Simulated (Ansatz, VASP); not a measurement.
**One calculation of GaAs, two programs**

```
Ga As
1.0
     0.00000    2.74902    2.74902
     2.74902    0.00000    2.74902
     2.74902    2.74902    0.00000
Ga As
1 1
Direct
  0.00000 0.00000 0.00000
  0.25000 0.25000 0.25000
```

Alike in both runs: task single point; functional PBE; k mesh 12 × 12 × 12; occupations gaussian, width 0.02 eV; no spin polarisation.

|  | VASP | Ansatz |
| --- | --- | --- |
| version | VASP 6.6.1 | Ansatz 0.2.0 |
| potentials or method | VASP PAW PBE potentials, release 64 (Ga_d, As), cutoff 500 eV | scalar-relativistic, plane waves, PAW |
| valence electrons in the cell | 18 | 28 |

|  | VASP | Ansatz | Ansatz less VASP |
| --- | --- | --- | --- |
| gap on the k mesh at the Fermi level (eV) | 1.17 | 1.16 | -0.008 |
| least direct gap on the mesh (eV) | 1.17 | 1.16 | -0.008 |
| pressure (GPa) | 11.2 | 10.9 | -0.24 |

VASP's potentials hold 18 valence electrons a cell and Ansatz's 28, so a difference there can come from the potentials and not from the codes.
